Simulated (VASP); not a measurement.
# CdTe in VASP: further runs

Runs on CdTe. Level: PBEsol. Tasks: single point, relaxation of cell and atoms.

All numbers are computed with VASP 6.6.1; they aren't measurements. Logs are shortened: lines on timing, memory, paths and dates and some standing lists are left out, and cuts for length are marked.

## (1) The cell of the first run

Symmetry: F-43m, No. 216, cubic system. Conventional cell: a = 5.708 Å, b = 5.708 Å, c = 5.708 Å, α = 90.00°, β = 90.00°, γ = 90.00°. Within 3.3 Å of Cd (site symmetry -43m) lie 4 Te at 2.47 Å. Within 3.3 Å of Te (site symmetry -43m) lie 4 Cd at 2.47 Å.

## (2) Single point, PBEsol

The input, INCAR:

```
SYSTEM = CdTe
PREC     = Accurate       ! precision mode
ENCUT    = 500            ! plane-wave cutoff, eV
EDIFF    = 1E-6           ! SCF threshold, eV
ISMEAR   = 0              ! smearing method
SIGMA    = 0.01           ! smearing width, eV
LREAL    = .False.        ! projectors in reciprocal space
LASPH    = .True.         ! aspherical terms in the spheres
NELM     = 120            ! most SCF steps
ALGO     = Normal         ! electronic algorithm
ISIF     = 2              ! what is computed and relaxed
LWAVE    = .False.        ! write WAVECAR
LCHARG   = .True.         ! write CHGCAR
GGA      = PS             ! functional
LELF     = .True.         ! ELF
LVHAR    = .True.       
NBANDS   = 16             ! bands
GGA_COMPAT= .False.
```

The input, KPOINTS:

```
regular mesh
0
Gamma
  8 8 8
  0 0 0
```

The input, POSCAR:

```
CdTe
1.0
    0.0000000000      2.8539848126      2.8539848126
    2.8539848126      0.0000000000      2.8539848126
    2.8539848126      2.8539848126      0.0000000000
Cd Te
1 1
Direct
    0.0000000000      0.0000000000      0.0000000000
    0.7500000000      0.7500000000      0.7500000000
```

Potentials or basis: VASP PAW PBE potentials, release 64 (Cd, Te).

On the command line:

```
$ cat potpaw_PBE.64/Cd/POTCAR potpaw_PBE.64/Te/POTCAR > POTCAR
$ mpirun -np 1 vasp_std > vasp.out
```

OUTCAR:

```text
SYSTEM = CdTe
   PREC = Accurate
   ENCUT = 500
   EDIFF = 1E-6
   ISMEAR = 0
   LREAL = .False.
   LASPH = .True.
   NELM = 120
   ISIF = 2
   GGA = PS

 ion  position               nearest neighbor table
   1  0.000  0.000  0.000-   2 2.47   2 2.47   2 2.47   2 2.47
   2  0.750  0.750  0.750-   1 2.47   1 2.47   1 2.47   1 2.47

  LATTYP: Found a face centered cubic cell.
 ALAT       =     5.7079696252

  Lattice vectors:

 A1 = (   0.0000000000,   2.8539848126,   2.8539848126)
 A2 = (   2.8539848126,   0.0000000000,   2.8539848126)
 A3 = (   2.8539848126,   2.8539848126,   0.0000000000)

Analysis of symmetry for initial positions (statically):
=====================================================================
 Subroutine PRICEL returns:
 Original cell was already a primitive cell.

 Routine SETGRP: Setting up the symmetry group for a
 face centered cubic supercell.

 Subroutine GETGRP returns: Found 24 space group operations
 (whereof 24 operations were pure point group operations)
 out of a pool of 48 trial point group operations.

The static configuration has the point symmetry T_d .

Analysis of symmetry for dynamics (positions and initial velocities):
=====================================================================
 Subroutine PRICEL returns:
 Original cell was already a primitive cell.

 Routine SETGRP: Setting up the symmetry group for a
 face centered cubic supercell.

 Subroutine GETGRP returns: Found 24 space group operations
 (whereof 24 operations were pure point group operations)
 out of a pool of 48 trial point group operations.

The dynamic configuration has the point symmetry T_d .

 Subroutine INISYM returns: Found 24 space group operations
 (whereof 24 operations are pure point group operations),
 and found     1 'primitive' translations

----------------------------------------------------------------------------------------

                                     Primitive cell

  volume of cell :      46.4927

  direct lattice vectors                    reciprocal lattice vectors
     0.000000000  2.853984813  2.853984813    -0.175193644  0.175193644  0.175193644
     2.853984813  0.000000000  2.853984813     0.175193644 -0.175193644  0.175193644
     2.853984813  2.853984813  0.000000000     0.175193644  0.175193644 -0.175193644

  length of vectors
     4.036144029  4.036144029  4.036144029     0.303444293  0.303444293  0.303444293

  position of ions in fractional coordinates (direct lattice)
     0.000000000  0.000000000  0.000000000
     0.750000000  0.750000000  0.750000000

  ion indices of the primitive-cell ions
   primitive index   ion index
                 1           1
                 2           2

----------------------------------------------------------------------------------------

 KPOINTS: regular mesh

Automatic generation of k-mesh.
 Grid dimensions read from file:
 generate k-points for:    8    8    8

 Generating k-lattice:

  Cartesian coordinates                     Fractional coordinates (reciprocal lattice)
    -0.021899206  0.021899206  0.021899206     0.125000000  0.000000000  0.000000000
     0.021899206 -0.021899206  0.021899206     0.000000000  0.125000000  0.000000000
     0.021899206  0.021899206 -0.021899206     0.000000000  0.000000000  0.125000000

  Length of vectors
     0.037930537  0.037930537  0.037930537

  Shift w.r.t. Gamma in fractional coordinates (k-lattice)
     0.000000000  0.000000000  0.000000000

 Subroutine IBZKPT returns following result:
 ===========================================

 Found     29 irreducible k-points:

 Following reciprocal coordinates:
            Coordinates               Weight
  0.000000  0.000000  0.000000      1.000000
  0.125000  0.000000  0.000000      8.000000
  0.250000  0.000000  0.000000      8.000000
  0.375000  0.000000  0.000000      8.000000
  0.500000  0.000000  0.000000      4.000000
  0.125000  0.125000  0.000000      6.000000
[... 16 lines left out ...]
  0.500000  0.250000  0.125000     48.000000
 -0.375000  0.250000  0.125000     24.000000
 [... further k-points ...]
   k-points           NKPTS =     29   k-points in BZ     NKDIM =     29   number of bands    NBANDS=     16
   number of dos      NEDOS =    301   number of ions     NIONS =      2
   total plane-waves  NPLWV =  27000
   dimension x,y,z NGX =    30 NGY =   30 NGZ =   30
   dimension x,y,z NGXF=    60 NGYF=   60 NGZF=   60
   ions per type =               1   1
   NGX,Y,Z   is equivalent  to a cutoff of  12.36, 12.36, 12.36 a.u.
   NGXF,Y,Z  is equivalent  to a cutoff of  24.71, 24.71, 24.71 a.u.
 SYSTEM =  CdTe
   PREC   = accura    normal or accurate (medium, high low for compatibility)
   ISTART =      0    job   : 0-new  1-cont  2-samecut
   ICHARG =      2    charge: 1-file 2-atom 10-const
   ISPIN  =      1    spin polarized calculation?
   LNONCOLLINEAR =      F non collinear calculations
   LSORBIT =      F    spin-orbit coupling
   LASPH  =      T    aspherical Exc in radial PAW
   ENCUT  =  500.0 eV  36.75 Ry    6.06 a.u.   7.36  7.36  7.36*2*pi/ulx,y,z
   NELM   =    120;   NELMIN=  2; NELMDL= -5     # of ELM steps
   EDIFF  = 0.1E-05   stopping-criterion for ELM
   LREAL  =      F    real-space projection
   EDIFFG = 0.1E-04   stopping-criterion for IOM
   NSW    =      0    number of steps for IOM
   IBRION =     -1    ionic relax: 0-MD 1-quasi-New 2-CG
   NFREE  =      0    steps in history (QN), initial steepest desc. (CG)
   ISIF   =      2    stress and relaxation
   ISYM   =      2    0-nonsym 1-usesym 2-fastsym
   POTIM  = 0.5000    time-step for ionic-motion
   TEBEG  =    0.0;   TEEND  =   0.0 temperature during run
   PSTRESS=    0.0 pullay stress
   NELECT =      18.0000    total number of electrons
   NUPDOWN=      -1.0000    fix difference up-down
   EMIN   =  10.00;   EMAX   =-10.00  energy-range for DOS
   EFERMI =   0.00;   METHOD = LEGACY
   ISMEAR =     0;   SIGMA  =   0.01  broadening in eV -4-tet -1-fermi 0-gaus
   EFERMI_NEDOS =   21; number of points for ismear=-14 and -15
   IALGO  =     38    algorithm
   IMIX   =      4    mixing-type and parameters
     AMIX     =   0.40;   BMIX     =  1.00
     AMIX_MAG =   1.60;   BMIX_MAG =  1.00
  volume/ion in A,a.u.               =      23.25       156.87
  Fermi-wavevector in a.u.,A,eV,Ry     =   1.193175  2.254773 19.370148  1.423666
  Thomas-Fermi vector in A             =   2.329195
   LORBIT       =      0    0 simple, 1 ext, 2 COOP (PROOUT), +10 PAW based schemes
   GGA     = PS    functional components
   LHFCALC =     F    Hartree Fock is set to
   AEXX    =    0.0000 exact exchange contribution
   IVDW    =     0    specifies the selected vdW correction
   LEPSILON=     F    determine dielectric tensor
   LRPA    =     F    only Hartree local field effects (RPA)
 non-spin polarized calculation
 Gauss-broadening in eV      SIGMA  =   0.01
  energy-cutoff  :      500.00
  volume of cell :       46.49
 maximum number of plane-waves:      1243
 NGX is ok and might be reduce to    30
   NGX = 15   NGY = 15   NGZ = 15

 number of electron      18.0000002 magnetization

 Free energy of the ion-electron system (eV)
  ---------------------------------------------------
  ext. energy  EPLUGINS =         0.00000000
  ---------------------------------------------------
  free energy    TOTEN  =        -3.55722716 eV

  energy without entropy =       -3.55722716  energy(sigma->0) =       -3.55722716

 E-fermi :   6.7695     XC(G=0): -10.5780

 val. band max:        6.6883544187   @ k =   0.0000   0.0000   0.0000
 cond. band min:       8.0455251884   @ k =   0.5000   0.5000   0.0000
 fundamental gap:      1.3571707697
 Fermi energy:         6.7694590288

 k-point     1 :       0.0000    0.0000    0.0000
  band No.  band energies     occupation
      1      -7.6055      2.00000
      2      -3.8388      2.00000
      3      -3.8388      2.00000
      4      -3.8388      2.00000
      5      -3.1792      2.00000
      6      -3.1792      2.00000
[... 8 lines left out ...]
     15      16.3681      0.00000
     16      16.3681      0.00000

 k-point     2 :       0.1250    0.0000    0.0000
  band No.  band energies     occupation
      1      -7.4815      2.00000
      2      -3.8102      2.00000
      3      -3.8102      2.00000
      4      -3.7908      2.00000
      5      -3.1841      2.00000
      6      -3.1841      2.00000
[... 8 lines left out ...]
     15      15.2111      0.00000
     16      15.2111      0.00000

 k-point     3 :       0.2500    0.0000    0.0000
  band No.  band energies     occupation
      1      -7.1747      2.00000
      2      -3.7473      2.00000
      3      -3.7473      2.00000
      4      -3.5709      2.00000
      5      -3.1865      2.00000
      6      -3.1865      2.00000
[... 8 lines left out ...]
     15      15.0541      0.00000
     16      15.0541      0.00000

 k-point     4 :       0.3750    0.0000    0.0000
  band No.  band energies     occupation
      1      -6.8677      2.00000
      2      -3.6978      2.00000
      3      -3.6978      2.00000
      4      -3.1708      2.00000
      5      -3.1708      2.00000
      6      -3.0160      2.00000
[... 8 lines left out ...]
     15      16.2695      0.00000
     16      16.2695      0.00000
[... 324 lines left out ...]
 k-point    22 :       0.3750    0.2500    0.1250
  band No.  band energies     occupation
      1      -6.9481      2.00000
      2      -3.6918      2.00000
      3      -3.6521      2.00000
      4      -3.4808      2.00000
      5      -3.1797      2.00000
      6      -3.1056      2.00000
[... 8 lines left out ...]
     15      17.2811      0.00000
     16      17.8220      0.00000

 k-point    23 :       0.5000    0.2500    0.1250
  band No.  band energies     occupation
      1      -6.7104      2.00000
      2      -3.6448      2.00000
      3      -3.6071      2.00000
      4      -3.3101      2.00000
      5      -3.1659      2.00000
      6      -2.6936      2.00000
[... 8 lines left out ...]
     15      17.2169      0.00000
     16      18.0521      0.00000

 k-point    24 :      -0.3750    0.2500    0.1250
  band No.  band energies     occupation
      1      -6.6175      2.00000
      2      -3.6406      2.00000
      3      -3.5835      2.00000
      4      -3.2470      2.00000
      5      -3.1785      2.00000
      6      -2.1936      2.00000
[... 8 lines left out ...]
     15      16.8685      0.00000
     16      18.3383      0.00000

 [... further k-points ...]

------------------------ aborting loop because EDIFF is reached ----------------------------------------

  FORCE on cell =-STRESS in cart. coord.  units (eV):
  Direction    XX          YY          ZZ          XY          YZ          ZX
  --------------------------------------------------------------------------------------
  -------------------------------------------------------------------------------------
  Total       11.8167684     11.8167684     11.8167684      0.0000000     -0.0000000      0.0000000
  in kB      407.2155341    407.2155341    407.2155341      0.0000000     -0.0000000      0.0000000
  external PRESSURE =     407.2155341 kB  Pullay stress =       0.0000000 kB

 VOLUME and BASIS-vectors are now :
 -----------------------------------------------------------------------------
  energy-cutoff  :      500.00
  volume of cell :       46.49
      direct lattice vectors                 reciprocal lattice vectors
     0.000000000  2.853984813  2.853984813    -0.175193644  0.175193644  0.175193644
     2.853984813  0.000000000  2.853984813     0.175193644 -0.175193644  0.175193644
     2.853984813  2.853984813  0.000000000     0.175193644  0.175193644 -0.175193644

 POSITION                                       TOTAL-FORCE (eV/Angst)
 -----------------------------------------------------------------------------------
      0.00000      0.00000      0.00000        -0.000000     -0.000000     -0.000000
      4.28098      4.28098      4.28098         0.000000      0.000000      0.000000
 -----------------------------------------------------------------------------------
    total drift:                               -0.000000     -0.000000     -0.000000

  FREE ENERGIE OF THE ION-ELECTRON SYSTEM (eV)
  ---------------------------------------------------
  free  energy   TOTEN  =        -3.5572271569 eV

  energy  without entropy=       -3.5572271569  energy(sigma->0) =       -3.55722716
```

Run time: 16 s. Hardware: 1 thread of Intel Xeon Platinum 8375C at 2.90GHz (Ice Lake), shared host; peak memory 0.18 GiB.

Results:

* Free energy: -3.5572 eV
* Pressure: 40.7 GPa
* Band gap on the k mesh: 1.36 eV, indirect (least direct gap 1.80 eV)

Caveat: the PAW data sets were made with another functional, which shifts forces and pressure a little; spin-orbit coupling is left out, which moves the levels of the heavy elements. A k mesh can miss the band edges.

## (3) Relaxation of cell and atoms, PBEsol, target pressure 40 GPa, at which the enthalpy is minimised

This run uses another cell than the first one, of 34.16 Å³/atom, 1.469 times its volume.

The input, INCAR:

```
SYSTEM = CdTe
ALGO = Normal
EDIFF = 1E-7
EDIFFG = -0.001
ENCUT = 500
GGA = PS
GGA_COMPAT = .FALSE.
IBRION = 2
ISIF = 3
ISMEAR = 0
LASPH = .TRUE.
LCHARG = .FALSE.
LREAL = .FALSE.
LWAVE = .FALSE.
NELM = 120
NELMIN = 4
NSW = 80
PREC = Accurate
PSTRESS = 400.0
SIGMA = 0.01
```

The input, KPOINTS:

```
k-points
0
G
  8 8 8
  0 0 0
```

The input, POSCAR:

```
CdTe
1.0
    0.0000000000      3.2446715270      3.2446715270
    3.2446715270      0.0000000000      3.2446715270
    3.2446715270      3.2446715270      0.0000000000
Cd Te
1 1
Direct
    0.0000000000      0.0000000000      0.0000000000
    0.7500000000      0.7500000000      0.7500000000
```

Potentials or basis: VASP PAW PBE potentials, release 64 (Cd, Te).

On the command line:

```
$ cat potpaw_PBE.64/Cd/POTCAR potpaw_PBE.64/Te/POTCAR > POTCAR
$ mpirun -np 1 vasp_std > vasp.out
```

It took 2.6 min on 1 thread of Intel Xeon Platinum 8375C at 2.90GHz (Ice Lake), shared host; peak memory 0.25 GiB.

It converged, with:

| Item | Value |
| --- | --- |
| Free energy | -3.6004 eV |
| Relaxed volume | 23.32 Å³/atom |
| Relaxed cell | a = 4.041 Å, b = 4.041 Å, c = 4.041 Å, α = 60.00°, β = 60.00°, γ = 60.00° |
| Space group after relaxing (to 0.05 Å) | F-43m (No. 216) |
| Energy change on relaxing (the enthalpy is what falls) | +944.5 meV/atom |
| Ionic steps | 9 |
| Pressure after relaxing | 40.0 GPa |
| Band gap on the k mesh | 1.37 eV, indirect (least direct gap 1.80 eV) |

The path:
```
step  energy change (eV)  largest force (eV/Å)  pressure (GPa)  volume (Å³)
   1              0.0000                0.0000            0.16        68.32
   2             97.2590                0.0000         2200.09        14.05
   3              0.3934                0.0000           12.61        56.55
   4              0.6821                0.0000           18.45        53.54
   5              2.1479                0.0000           44.43        45.66
   6              1.8544                0.0000           39.40        46.79
   7              1.9489                0.0000           41.03        46.41
   8              1.7380                0.0000           37.39        47.27
   9              1.8891                0.0000           40.00        46.65
```

Final structure:
```cif
data_structure
_symmetry_space_group_name_H-M 'P 1'
_symmetry_Int_Tables_number 1
_cell_length_a 4.0406
_cell_length_b 4.0406
_cell_length_c 4.0406
_cell_angle_alpha 60.000
_cell_angle_beta 60.000
_cell_angle_gamma 60.000
_cell_volume 46.65
loop_
_atom_site_label
_atom_site_type_symbol
_atom_site_fract_x
_atom_site_fract_y
_atom_site_fract_z
_atom_site_occupancy
Cd1 Cd 0.00000 0.00000 0.00000 1
Te1 Te 0.75000 0.75000 0.75000 1
```

Levels at points of the mesh, in eV from the valence-band top:
| k point | band 7 | band 8 | band 9 | band 10 | band 11 | band 12 |
| --- | --- | --- | --- | --- | --- | --- |
| (0.00, 0.00, 0.00) | 0.00 | 0.00 | 0.00 | 1.80 | 3.97 | 3.97 |
| (0.50, 0.00, 0.00) | -7.33 | -1.57 | -1.57 | 1.97 | 4.68 | 4.68 |
| (0.50, 0.50, 0.00) | -6.62 | -3.64 | -3.64 | 1.37 | 1.97 | 10.95 |

Caveat: the cell is relaxed towards a set pressure, so the enthalpy falls and the energy may rise; the volume moved by over 15 % at a fixed basis, so the end points are rough; the PAW data sets were made with another functional, which shifts forces and pressure a little; spin-orbit coupling is left out, which moves the levels of the heavy elements. A k mesh can miss the band edges.

(Part 1 of 2 ends here.)
